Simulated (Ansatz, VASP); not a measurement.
# Ag3Sb2: VASP beside Ansatz

```xyz
5
Lattice="4.4375 0.0000 0.0000 -2.2188 3.8430 0.0000 0.0000 0.0000 8.2652" Properties=species:S:1:pos:R:3 pbc="T T T"
Ag    2.2188    1.2810    4.1326
Ag    2.2188    1.2810    1.3698
Ag    2.2188    1.2810    6.8954
Sb    0.0000    2.5620    2.6026
Sb    0.0000    2.5620    5.6625
```

Alike in both runs: functional PBE; k mesh 4 × 4 × 3; occupations gaussian, width 0.2 eV; no spin polarisation.

Ansatz relaxed the structure, and its values are those at the end. VASP's run is a single point on that final structure, the one shown.

|  | VASP | Ansatz |
| --- | --- | --- |
| version | VASP 6.6.1 | Ansatz 0.2.0 |
| potentials or method | VASP PAW PBE potentials, release 64 (Ag, Sb), cutoff 500 eV | scalar-relativistic, plane waves, PAW |
| valence electrons in the cell | 43 | 87 |

|  | VASP | Ansatz | Ansatz less VASP |
| --- | --- | --- | --- |
| gap on the k mesh at the Fermi level (eV) | none | none | - |
| pressure (GPa) | -0.1 | 0.0 | +0.08 |
| rms of the force components (eV/Å) | 0.006 | 0.001 | -0.0053 |

A gap of «none» marks a metal or a gap that the smearing closes. VASP's potentials hold 43 valence electrons a cell and Ansatz's 87, so a difference there can come from the potentials and not from the codes.

The k mesh is coarse, so the values compare programs but aren't converged. Spin-orbit coupling is off throughout.
